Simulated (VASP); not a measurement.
KZnI3: single point with r2SCAN

The system is KZnI3.

```xyz
5
Lattice="5.6992 0.0000 0.0000 0.0000 5.6992 0.0000 0.0000 0.0000 5.6992" Properties=species:S:1:pos:R:3 pbc="T T T"
K     0.0000    0.0000    0.0000
Zn    2.8496    2.8496    2.8496
I     2.8496    2.8496    0.0000
I     2.8496    0.0000    2.8496
I     0.0000    2.8496    2.8496
```

```
Program                : VASP 6.6.1
Task                   : single point
Functional             : r2SCAN
Potentials or basis    : VASP PAW PBE potentials, release 64 (K_sv, Zn, I)
Cutoff                 : 520 eV
k mesh                 : 4 × 4 × 4
Occupations            : fermi-dirac, width 0.02 eV
Spin                   : no spin polarisation
Dipole correction      : no
Further INCAR settings : ALGO = Normal; EDIFF = 1e-06; NBANDS = 29
```

```yaml
Pressure: 0.0 GPa
Band_gap_on_the_k_mesh: zero (band 21 reaches 1.44 eV, above the bottom of band 22 at 0.88 eV)
```

Levels at points of the mesh, in eV from the Fermi level:
| k point | band 18 | band 19 | band 20 | band 21 | band 22 | band 23 | band 24 | band 25 |
| --- | --- | --- | --- | --- | --- | --- | --- | --- |
| (0.00, 0.00, 0.00) | -0.99 | -0.61 | -0.61 | -0.61 | -0.59 | 4.02 | 5.38 | 5.38 |
| (0.50, 0.00, 0.00) | -1.41 | -1.27 | -0.78 | -0.78 | 2.51 | 4.97 | 5.64 | 6.80 |
| (0.50, 0.50, 0.00) | -1.42 | -1.42 | -0.47 | -0.06 | 4.04 | 5.06 | 5.06 | 6.06 |
| (0.50, 0.50, 0.50) | -0.45 | -0.04 | -0.04 | -0.04 | 4.24 | 4.49 | 4.49 | 4.49 |

Wall time 94 s on 1 thread of Intel(R) Xeon(R) 6975P-C (Granite Rapids), with other jobs on the host, peak memory 0.31 GiB.

Caveat: the PAW data sets were made with another functional, which shifts forces and pressure a little; spin-orbit coupling is left out, which moves the levels of the heavy elements.
